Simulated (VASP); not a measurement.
# ZnS (P6_3mc) in VASP: notebook, part 2 of 2

VASP 6.6.1. The steps go on from the part before.

## (3) Electric field gradients, r2SCAN

Contents of POSCAR:

```
ZnS
1.0
    3.8200000000      0.0000000000      0.0000000000
   -1.9100000000      3.3082170425      0.0000000000
    0.0000000000      0.0000000000     24.9600000000
Zn S
8 8
Direct
    0.0000000000      0.0000000000      0.0000028164
    0.0000000000      0.0000000000      0.5000028164
    0.3333333333      0.6666666667      0.1249283418
    0.6666666667      0.3333333333      0.6249283418
    0.3333333333      0.6666666667      0.3750898140
    0.6666666667      0.3333333333      0.8750898140
    0.3333333333      0.6666666667      0.7500143422
    0.6666666667      0.3333333333      0.2500143422
    0.0000000000      0.0000000000      0.0937608225
    0.0000000000      0.0000000000      0.5937608225
    0.3333333333      0.6666666667      0.2186852088
    0.6666666667      0.3333333333      0.7186852088
    0.3333333333      0.6666666667      0.4688336126
    0.6666666667      0.3333333333      0.9688336126
    0.3333333333      0.6666666667      0.8438850417
    0.6666666667      0.3333333333      0.3438850417
```

Contents of INCAR.step1:

```
SYSTEM = ZnS
PREC = Accurate ; ENCUT = 520
ISMEAR = -1 ; SIGMA = 0.02
LREAL = Auto ; LASPH = .TRUE.
NELM = 100 ; NBANDS = 86
GGA = PE ; ALGO = Normal
EDIFF = 1E-4 ; LWAVE = .TRUE.
LCHARG = .FALSE. ; LUSENCCL = .FALSE.
```

Contents of INCAR.step2:

```
SYSTEM = ZnS
PREC = Accurate ; ENCUT = 520
EDIFF = 1E-8 ; ISMEAR = -1
SIGMA = 0.02 ; LREAL = Auto
LASPH = .TRUE. ; NELM = 100
ALGO = Normal ; ISIF = 2
LWAVE = .FALSE. ; LCHARG = .FALSE.
METAGGA = R2SCAN ; LMIXTAU = .TRUE.
LEFG = .TRUE. ; NBANDS = 86
ISTART = 1 ; LUSENCCL = .FALSE.
```

Contents of KPOINTS:

```
Automatic mesh
0
G
  8 8 2
  0 0 0
```

Potentials or basis: VASP PAW PBE potentials, release 64 (Zn, S).

Run with:

```console
$ cat potpaw_PBE.64/Zn/POTCAR potpaw_PBE.64/S/POTCAR > POTCAR
$ cp INCAR.step1 INCAR
$ mpirun -np 1 vasp_std > vasp.out
$ cp INCAR.step2 INCAR
$ mpirun -np 1 vasp_std > vasp.out
```

OUTCAR:

```text
SYSTEM = ZnS
   PREC = Accurate
   ENCUT = 520
   EDIFF = 1E-8
   ISMEAR = -1
   LREAL = Auto
   LASPH = .TRUE.
   NELM = 100
   ISIF = 2
   METAGGA = R2SCAN
   ISTART = 1

 ion  position               nearest neighbor table
   1  0.000  0.000  0.000-  14 2.34  14 2.34  14 2.34   9 2.34
   2  0.000  0.000  0.500-  13 2.34  13 2.34  13 2.34  10 2.34
   3  0.333  0.667  0.125-   9 2.34   9 2.34   9 2.34  11 2.34
   4  0.667  0.333  0.625-  10 2.34  10 2.34  10 2.34  12 2.34
   5  0.333  0.667  0.375-  16 2.34  16 2.34  16 2.34  13 2.34
   6  0.667  0.333  0.875-  15 2.34  15 2.34  15 2.34  14 2.34
[... 8 lines left out ...]
  15  0.333  0.667  0.844-   6 2.34   6 2.34   6 2.34   7 2.34
  16  0.667  0.333  0.344-   5 2.34   5 2.34   5 2.34   8 2.34

  LATTYP: Found a hexagonal cell.
 ALAT       =     3.8200000000
 C/A-ratio  =     6.5340314136

  Lattice vectors:

 A1 = (   3.8200000000,   0.0000000000,   0.0000000000)
 A2 = (  -1.9100000000,   3.3082170425,   0.0000000000)
 A3 = (   0.0000000000,   0.0000000000,  24.9600000000)

Analysis of symmetry for initial positions (statically):
=====================================================================
 Subroutine PRICEL returns:
 Original cell was already a primitive cell.

 Routine SETGRP: Setting up the symmetry group for a
 hexagonal supercell.

 Subroutine GETGRP returns: Found 12 space group operations
 (whereof  6 operations were pure point group operations)
 out of a pool of 24 trial point group operations.

The static configuration has the point symmetry C_3v.
 The point group associated with its full space group is C_6v.

Analysis of symmetry for dynamics (positions and initial velocities):
=====================================================================
 Subroutine PRICEL returns:
 Original cell was already a primitive cell.

 Routine SETGRP: Setting up the symmetry group for a
 hexagonal supercell.

 Subroutine GETGRP returns: Found 12 space group operations
 (whereof  6 operations were pure point group operations)
 out of a pool of 24 trial point group operations.

The dynamic configuration has the point symmetry C_3v.
 The point group associated with its full space group is C_6v.

 Subroutine INISYM returns: Found 12 space group operations
 (whereof  6 operations are pure point group operations),
 and found     1 'primitive' translations

----------------------------------------------------------------------------------------

                                     Primitive cell

  volume of cell :     315.4292

  direct lattice vectors                    reciprocal lattice vectors
     3.820000000  0.000000000  0.000000000     0.261780105  0.151138814 -0.000000000
    -1.910000000  3.308217042  0.000000000     0.000000000  0.302277628  0.000000000
     0.000000000  0.000000000 24.960000000     0.000000000 -0.000000000  0.040064103

  length of vectors
     3.820000000  3.820000000 24.960000000     0.302277628  0.302277628  0.040064103
[... 133 lines left out ...]
   LEPSILON=     F    determine dielectric tensor
   LRPA    =     F    only Hartree local field effects (RPA)
 non-spin polarized calculation
  energy-cutoff  :      520.00
  volume of cell :      315.43
 maximum number of plane-waves:      8545
   NGX = 15   NGY = 15   NGZ = 93

 number of electron     143.9999937 magnetization

 Free energy of the ion-electron system (eV)
  ---------------------------------------------------
  ext. energy  EPLUGINS =         0.00000000
  ---------------------------------------------------
  free energy    TOTEN  =      -150.92556872 eV

  energy without entropy =     -150.92556872  energy(sigma->0) =     -150.92556872

 E-fermi :   2.2899     XC(G=0): -10.2854

 val. band max:        1.8396390742   @ k =   0.0000   0.0000   0.0000
 cond. band min:       4.5388968229   @ k =   0.0000   0.0000   0.0000
 fundamental gap:      2.6992577488
 Fermi energy:         2.2898537421

 k-point     1 :       0.0000    0.0000    0.0000
  band No.  band energies     occupation
      1     -11.8450      2.00000
      2     -11.7281      2.00000
      3     -11.7218      2.00000
      4     -11.4147      2.00000
      5     -11.4098      2.00000
      6     -11.0625      2.00000
[... 1729 lines left out ...]
     83       8.2794      0.00000
     84       8.2794      0.00000
 [bands above 84 left out]

------------------------ aborting loop because EDIFF is reached ----------------------------------------

  FORCE on cell =-STRESS in cart. coord.  units (eV):
  Direction    XX          YY          ZZ          XY          YZ          ZX
  --------------------------------------------------------------------------------------
  -------------------------------------------------------------------------------------
  Total       -1.1079757     -1.1079757     -1.0049918      0.0000000      0.0000000      0.0000000
  in kB       -5.6278028     -5.6278028     -5.1047113      0.0000000      0.0000000      0.0000000
  external PRESSURE =      -5.4534390 kB  Pullay stress =       0.0000000 kB

 VOLUME and BASIS-vectors are now :
 -----------------------------------------------------------------------------
  energy-cutoff  :      520.00
  volume of cell :      315.43
      direct lattice vectors                 reciprocal lattice vectors
     3.820000000  0.000000000  0.000000000     0.261780105  0.151138814 -0.000000000
    -1.910000000  3.308217042  0.000000000     0.000000000  0.302277628  0.000000000
     0.000000000  0.000000000 24.960000000     0.000000000 -0.000000000  0.040064103

 POSITION                                       TOTAL-FORCE (eV/Angst)
 -----------------------------------------------------------------------------------
      0.00000      0.00000      0.00007         0.000000     -0.000000     -0.009386
      0.00000      0.00000     12.48007        -0.000000      0.000000     -0.009386
     -0.00000      2.20548      3.11821         0.000000      0.000000     -0.004013
      1.91000      1.10274     15.59821        -0.000000     -0.000000     -0.004013
     -0.00000      2.20548      9.36224        -0.000000     -0.000000      0.008078
      1.91000      1.10274     21.84224         0.000000      0.000000      0.008078
[... 8 lines left out ...]
     -0.00000      2.20548     21.06337        -0.000000      0.000000      0.009665
      1.91000      1.10274      8.58337        -0.000000      0.000000      0.009665
 -----------------------------------------------------------------------------------
    total drift:                               -0.000001     -0.000002     -0.100780

  FREE ENERGIE OF THE ION-ELECTRON SYSTEM (eV)
  ---------------------------------------------------
  free  energy   TOTEN  =      -150.9255687191 eV

  energy  without entropy=     -150.9255687191  energy(sigma->0) =     -150.92556872

 Electric field gradients (V/A^2)
---------------------------------------------------------------------
 ion       V_xx      V_yy      V_zz      V_xy      V_xz      V_yz
---------------------------------------------------------------------
   1      -0.222    -0.220     0.442     0.002     0.000    -0.000
   2      -0.222    -0.220     0.442     0.002    -0.000     0.000
   3      -0.307    -0.301     0.609     0.005     0.000    -0.000
   4      -0.307    -0.301     0.609     0.005    -0.000     0.000
   5      -0.414    -0.407     0.821     0.005    -0.000     0.000
   6      -0.414    -0.407     0.821     0.005     0.000    -0.000
[... 8 lines left out ...]
  15      -0.818    -0.818     1.636    -0.000     0.000    -0.000
  16      -0.818    -0.818     1.636    -0.000    -0.000     0.000
---------------------------------------------------------------------

 Electric field gradients after diagonalization (V/A^2)
 (convention: |V_zz| > |V_xx| > |V_yy|)
----------------------------------------------------------------------
 ion       V_xx      V_yy      V_zz     asymmetry (V_yy - V_xx)/ V_zz
----------------------------------------------------------------------
   1      -0.223    -0.219     0.442       0.009
   2      -0.223    -0.219     0.442       0.009
   3      -0.311    -0.298     0.609       0.021
   4      -0.311    -0.298     0.609       0.021
   5      -0.417    -0.404     0.821       0.015
   6      -0.417    -0.404     0.821       0.015
[... 8 lines left out ...]
  15      -0.818    -0.817     1.636       0.001
  16      -0.818    -0.817     1.636       0.001
----------------------------------------------------------------------

           NMR quadrupolar parameters

 Cq : quadrupolar parameter    Cq=e*Q*V_zz/h
 eta: asymmetry parameters     (V_yy - V_xx)/ V_zz
 Q  : nuclear electric quadrupole moment in mb (millibarn)
----------------------------------------------------------------------
 ion       Cq(MHz)       eta       Q (mb)
----------------------------------------------------------------------
   1       0.001       0.009       1.000
   2       0.001       0.009       1.000
   3       0.001       0.021       1.000
   4       0.001       0.021       1.000
   5       0.002       0.015       1.000
   6       0.002       0.015       1.000
[... 8 lines left out ...]
  15       0.004       0.001       1.000
  16       0.004       0.001       1.000
----------------------------------------------------------------------
```

Wall time 12 min (1 × NVIDIA H100 80GB with 1 thread of AMD EPYC 7R13 (Zen 3), shared host); peak memory 1.6 GiB.

What came out:

```yaml
Free_energy: -150.9256 eV
Pressure: -0.5 GPa
Largest_force: 0.010 eV/Å
Band_gap_on_the_k_mesh: 2.70 eV
Largest_electric_field_gradient_by_atom: Zn +0.4, +0.6, +0.8, -0.4 (each value once); S -0.2, +0.4, -0.1, +1.6 (each value once) V/Å²
```

Forces on the atoms (eV/Å):
```
Zn   0.000  0.000 -0.009
Zn   0.000  0.000 -0.009
Zn   0.000  0.000 -0.004
Zn   0.000  0.000 -0.004
Zn   0.000  0.000  0.008
Zn   0.000  0.000  0.008
Zn   0.000  0.000  0.002
Zn   0.000  0.000  0.002
S    0.000  0.000  0.000
S    0.000  0.000  0.000
S    0.000  0.000 -0.004
S    0.000  0.000 -0.004
S    0.000  0.000 -0.003
S    0.000  0.000 -0.003
S    0.000  0.000  0.010
S    0.000  0.000  0.010
```

Electric field gradients, principal values (V/Å²):
```
atom   least  middle  greatest (by size)
1 Zn  -0.219  -0.223               0.442
2 Zn  -0.219  -0.223               0.442
3 Zn  -0.298  -0.311               0.609
4 Zn  -0.298  -0.311               0.609
5 Zn  -0.404  -0.417               0.821
6 Zn  -0.404  -0.417               0.821
7 Zn   0.215   0.228              -0.443
8 Zn   0.215   0.228              -0.443
 9 S   0.092   0.092              -0.184
10 S   0.092   0.092              -0.184
11 S  -0.208  -0.209               0.417
12 S  -0.208  -0.209               0.417
13 S   0.060   0.061              -0.121
14 S   0.060   0.061              -0.121
15 S  -0.817  -0.818               1.636
16 S  -0.817  -0.818               1.636
```

Caveat: without QUAD_EFG the Cq values of the log hold for a quadrupole moment of 1 mb, not for the nuclei; the PAW data sets were made with another functional, which shifts forces and pressure a little. A k mesh can miss the band edges.
